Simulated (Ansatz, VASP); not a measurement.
Two plane-wave programs on Sn

The input INCAR:

```
  ALGO = Fast
  EDIFF = 1E-7
  ENCUT = 520
  GGA = PS
  ISIF = 2
  ISMEAR = 0
  LASPH = T
  LCHARG = T
  LELF = T
  LREAL = F
  LVHAR = T
  LWAVE = F
  NBANDS = 13
  NELM = 100
  PREC = Accurate
  SIGMA = 0.15
```

KPOINTS

```
k-points
0
Gamma
  20 20 20
```

Contents of POSCAR:

```
Sn
1.0
   -1.6402120500      1.6867696500      2.3968005500
    1.6402120500     -1.6867696500      2.3968005500
    1.6402120500      1.6867696500     -2.3968005500
Sn
1
Direct
    0.0000000000      0.0000000000      0.0000000000
```

Input for Ansatz:

```yaml
crystal:
  lattice:
    - [-1.64021205, 1.68676965, 2.39680055]
    - [1.64021205, -1.68676965, 2.39680055]
    - [1.64021205, 1.68676965, -2.39680055]
  atoms:
    - { symbol: Sn, position: [0.0, 0.0, 0.0] }
basis:
  ecutwfc: 420
kpoints:
  mp_grid: { grid: [20, 20, 20] }
hamiltonian:
  xc: pbesol
scf:
  occupations: { method: gaussian, width: 0.15 }
output:
  forces: true
  stress: true
  eigenvalues: true
```

Change from the starting cell: strain -0.050 along x and y, +0.025 along z, atoms carried along.

Alike in both runs: task single point; functional PBEsol; k mesh 20 × 20 × 20; occupations gaussian, width 0.15 eV; no spin polarisation.

|  | VASP | Ansatz |
| --- | --- | --- |
| version | VASP 6.6.1 | Ansatz 0.2.0 |
| potentials or method | VASP PAW PBE potentials, release 64 (Sn_d), cutoff 520 eV | scalar-relativistic, plane waves, PAW |
| valence electrons in the cell | 14 | 14 |

Ansatz gave:

- gap on the k mesh at the Fermi level (eV): none
- pressure (GPa): 0.0
- traceless stress, the component that is largest in VASP (GPa): -0.45

Which values does VASP return?

gap on the k mesh at the Fermi level (eV): none; pressure (GPa): -0.1; traceless stress, the component that is largest in VASP (GPa): -0.45.

VASP's potentials were made for PBE, not for PBEsol. A gap of «none» marks a metal or a gap that the smearing closes.
